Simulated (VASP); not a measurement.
A run of VASP 6.6.1 is set up as follows.

Contents of INCAR:

```
  ALGO = Normal
  EDIFF = 1E-6
  ENCUT = 520
  GGA = PE
  ISIF = 2
  ISMEAR = 0
  IVDW = 12
  LASPH = True
  LCHARG = True
  LELF = True
  LREAL = False
  LVHAR = True
  LWAVE = False
  NBANDS = 35
  NELM = 100
  PREC = Accurate
  SIGMA = 0.05
```

File KPOINTS:

```
k-points
0
Gamma
  10 10 3
```

POSCAR

```
WS2
1.0
   -3.1542061832      0.0000000000      0.0000000000
   -1.5771030916     -2.7316226834      0.0000000000
   -3.1543638935     -1.8211728430     12.1399091344
W S
2 4
Direct
    0.1666583333      0.1666583333      0.2500000000
    0.1666416667      0.1666416667      0.7500000000
   -0.0802122900     -0.0802122900      0.6202874207
    0.5864710433      0.5864710433      0.1202874207
   -0.2531710433     -0.2531710433      0.8797125793
    0.4135122900      0.4135122900      0.3797125793
```

Potentials or basis: VASP PAW PBE potentials, release 64 (W_sv, S).

Launch:

```console
$ cat potpaw_PBE.64/W_sv/POTCAR potpaw_PBE.64/S/POTCAR > POTCAR
$ mpirun -np 1 vasp_std > vasp.out
```

Predict the dispersion energy per atom.

-0.435 eV.

What does it give for the pressure?

1.1 GPa.

Predict the largest force.

0.595 eV/Å.

Forces in eV/Å, atoms in the order of the input:
```
W    0.000  0.000  0.070
W    0.000  0.000 -0.070
S    0.000  0.000 -0.016
S    0.000  0.000  0.595
S    0.000  0.000 -0.595
S    0.000  0.000  0.016
```

Caveat: the cell differs from its parent crystal (the part above a cut slid along it).
